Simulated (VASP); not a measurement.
Crystal: KI.

```xyz
2
Lattice="4.2909 0.0000 0.0000 0.0000 4.2909 0.0000 0.0000 0.0000 4.2909" Properties=species:S:1:pos:R:3 pbc="T T T"
K     0.0000    0.0000    0.0000
I     2.1455    2.1455    2.1455
```

Base run:

| Quantity | Value |
| --- | --- |
| Program | VASP 6.6.1 |
| Functional | PBE |
| Potentials or basis | VASP PAW PBE potentials, release 64 (K_sv, I) |
| Cutoff | 520 eV |
| k mesh | 4 × 4 × 4 |
| Occupations | gaussian, width 0.01 eV |
| Spin | no spin polarisation |

Its results: band gap on the k mesh 3.33 eV, indirect (least direct gap 3.69 eV); pressure 0.6 GPa.

After a change of settings the same cell gave: band gap on the k mesh 4.30 eV, indirect (least direct gap 4.69 eV); pressure 0.3 GPa. Which change was it?
A. functional from PBE to HSE06
B. cutoff from 520 eV to 500 eV; k mesh from 4 × 4 × 4 to 2 × 2 × 2; further incar settings from ALGO = Normal; EDIFF = 1e-07; NBANDS = 15 to ALGO = Normal; EDIFF = 1e-06; NBANDS = 15
C. cutoff from 520 eV to 500 eV; occupations from gaussian, width 0.01 eV to methfessel-paxton, width 0.5 eV; further incar settings from ALGO = Normal; EDIFF = 1e-07; NBANDS = 15 to ALGO = Normal; EDIFF = 1e-06; NBANDS = 15
D. functional from PBE to r2SCAN

A.

HSE06 gives the wider gap, since exact exchange removes part of the self-interaction.

Caveats: spin-orbit coupling is left out, which moves the levels of the heavy elements; the PAW data sets were made with another functional, which shifts forces and pressure a little (some runs).
